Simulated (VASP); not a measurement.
Here is a VASP 6.6.1 calculation.

Contents of INCAR:

```
PREC = Accurate
ENCUT = 520
EDIFF = 1E-6
ISMEAR = 1
SIGMA = 0.1
LREAL = False
LASPH = True
NELM = 60
ALGO = Normal
ISIF = 2
LWAVE = False
LCHARG = True
GGA = PS
LELF = True
LVHAR = True
NBANDS = 56
```

The input KPOINTS:

```
regular mesh
0
Gamma
  4 4 3
```

Contents of POSCAR:

```
Ta6N5
1.0
    5.1783381800     -0.0000000300      0.0000000000
   -2.5891690600      4.4845724300      0.0000000000
    0.0000000000      0.0000000000      5.7917586600
Ta N
6 5
Direct
   -0.0032652513     -0.0048577652     -0.0015114580
    0.3347512392      0.6651802500      0.2482991928
    0.6667762934      0.3331575180      0.2482985021
   -0.0005992792     -0.0021888374      0.4984929742
    0.3347498218      0.6651835948      0.7486839930
    0.6667788796      0.3331615317      0.7486829570
    0.3904428485     -0.0047246396     -0.0015083501
    0.6019654109      0.6003711748     -0.0015095588
   -0.0031301900      0.3888497794     -0.0015071415
    0.4013018477      0.0018166753      0.4984934921
    0.0034119976      0.3997141373      0.4984917655
```

Potentials or basis: VASP PAW PBE potentials, release 64 (Ta_pv, N).

Run with:

```console
$ cat potpaw_PBE.64/Ta_pv/POTCAR potpaw_PBE.64/N/POTCAR > POTCAR
$ mpirun -np 1 vasp_std > vasp.out
```

(1) Predict the largest force.

(2) What does it give for the band gap on the k mesh?

(3) What does it give for the pressure?

Results:

(1) 0.044 eV/Å.

(2) zero (an odd number of electrons rules out a gap without spin polarisation).

(3) -4.6 GPa.

Caveat: the k points lie up to 0.36 Å⁻¹ apart, too coarse for converged energies and pressures of a metal; the PAW data sets were made with another functional, which shifts forces and pressure a little; spin-orbit coupling is left out, which moves the levels of the heavy elements.
